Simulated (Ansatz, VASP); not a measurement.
# Two plane-wave programs on PbO

File INCAR:

```
PREC = Accurate ; ENCUT = 520
EDIFF = 1E-7 ; ISMEAR = 0
SIGMA = 0.05 ; LREAL = F
LASPH = T ; NELM = 100
ALGO = Normal ; ISIF = 2
LWAVE = F ; LCHARG = F
GGA = PE ; NBANDS = 28
```

File KPOINTS:

```
regular mesh
0
Gamma
  8 8 6
```

POSCAR

```
PbO
1.0
    4.0936320000      0.0000000000      0.0000000000
    0.0000000000      4.0936320000      0.0000000000
    0.0000000000      0.0000000000      5.0220000000
Pb O
2 2
Direct
    0.0000000000      0.5000000000      0.2351000000
    0.5000000000      0.0000000000      0.7649000000
    0.0000000000      0.0000000000      0.0000000000
    0.5000000000      0.5000000000      0.0000000000
```

Input for Ansatz:

```yaml
crystal:
  lattice:
    - [4.093632, 0.0, 0.0]
    - [0.0, 4.093632, 0.0]
    - [0.0, 0.0, 5.022]
  atoms:
    - { symbol: Pb, position: [0.0, 0.5, 0.2351] }
    - { symbol: Pb, position: [0.5, 0.0, 0.7649] }
    - { symbol: O, position: [0.0, 0.0, 0.0] }
    - { symbol: O, position: [0.5, 0.5, 0.0] }
basis:
  ecutwfc: 420
kpoints:
  mp_grid: { grid: [8, 8, 6] }
hamiltonian:
  xc: pbe
scf:
  occupations: { method: gaussian, width: 0.05 }
output:
  forces: true
  stress: true
  eigenvalues: true
```

Change from the starting cell: strain +0.030 along x and y, +0.000 along z, atoms carried along.

Alike in both runs: task single point; functional PBE; k mesh 8 × 8 × 6; occupations gaussian, width 0.05 eV; no spin polarisation.

|  | VASP | Ansatz |
| --- | --- | --- |
| version | VASP 6.6.1 | Ansatz 0.2.0 |
| potentials or method | VASP PAW PBE potentials, release 64 (Pb_d, O), cutoff 520 eV | scalar-relativistic, plane waves, PAW |
| valence electrons in the cell | 40 | 40 |

```csv
,VASP,Ansatz,Ansatz less VASP
gap on the k mesh at the Fermi level (eV),1.39,1.39,-0.006
least direct gap on the mesh (eV),2.20,2.20,-0.001
pressure (GPa),-0.2,-0.3,-0.05
"traceless stress, the component that is largest in VASP (GPa)",0.69,0.71,+0.024
rms of the force components (eV/Å),0.071,0.085,+0.0141
```

Atom by atom the forces differ by 0.014 eV/Å (rms over components). The functional is the same, so the differences come from potentials, cutoffs and numerics.

Spin-orbit coupling is off throughout.
